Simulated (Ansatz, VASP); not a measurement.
**One calculation of CoO, two programs**

The input INCAR:

```
SYSTEM = CoO
PREC = Accurate
ENCUT = 520
EDIFF = 1E-7
ISMEAR = 0
SIGMA = 0.05
LREAL = .False.
LASPH = .True.
NELM = 150
ALGO = Normal
ISIF = 2
LWAVE = .False.
LCHARG = .False.
ISPIN = 2
MAGMOM = 3 0
LORBIT = 11
LMAXMIX = 4
GGA = PE
NBANDS = 18
```

The input KPOINTS:

```
regular mesh
0
Gamma
  16 16 16
  0 0 0
```

File POSCAR:

```
CoO
1.0
    0.0000000000      2.1315000000      2.1315000000
    2.1315000000      0.0000000000      2.1315000000
    2.1315000000      2.1315000000      0.0000000000
Co O
1 1
Direct
    0.0000000000      0.0000000000      0.0000000000
    0.5000000000      0.5000000000      0.5000000000
```

Input for Ansatz:

```yaml
crystal:
  lattice:
    - [0.0, 2.1315, 2.1315]
    - [2.1315, 0.0, 2.1315]
    - [2.1315, 2.1315, 0.0]
  atoms:
    - { symbol: Co, position: [0.0, 0.0, 0.0], spin: 3.0 }
    - { symbol: O, position: [0.5, 0.5, 0.5] }
basis:
  ecutwfc: 420
kpoints:
  mp_grid: { grid: [16, 16, 16] }
hamiltonian:
  xc: pbe
scf:
  occupations: { method: gaussian, width: 0.05 }
output:
  forces: true
  eigenvalues: true
  eigenstates:
    nscf_kmesh: { grid: [34, 34, 34] }
    top_band: c6
    de_dk: true
    localisation: true
  stress: true
  populations: true
checkpoint:
  write: ck
  compress: false
  write_wavefunctions: false
  write_every: 100000
magnetization:
  spin_polarized: true
```

Alike in both runs: task single point; functional PBE; k mesh 16 × 16 × 16; occupations gaussian, width 0.05 eV; collinear spin.

|  | VASP | Ansatz |
| --- | --- | --- |
| version | VASP 6.6.1 | Ansatz 0.2.0 |
| potentials or method | VASP PAW PBE potentials, release 64 (Co, O), cutoff 520 eV | scalar-relativistic, plane waves, PAW |
| valence electrons in the cell | 15 | 23 |

```tsv
	VASP	Ansatz	Ansatz less VASP
pressure (GPa)	-2.1	-1.7	+0.45
net moment per atom (μB)	1.47	1.49	+0.013
size of the moment on the site where the two differ most (μB)	2.58	2.52	-0.062
```

Site moments also hang on the region over which each program counts them. The functional is the same, so the differences come from potentials, cutoffs and numerics. VASP's potentials hold 15 valence electrons a cell and Ansatz's 23, so a difference there can come from the potentials and not from the codes.
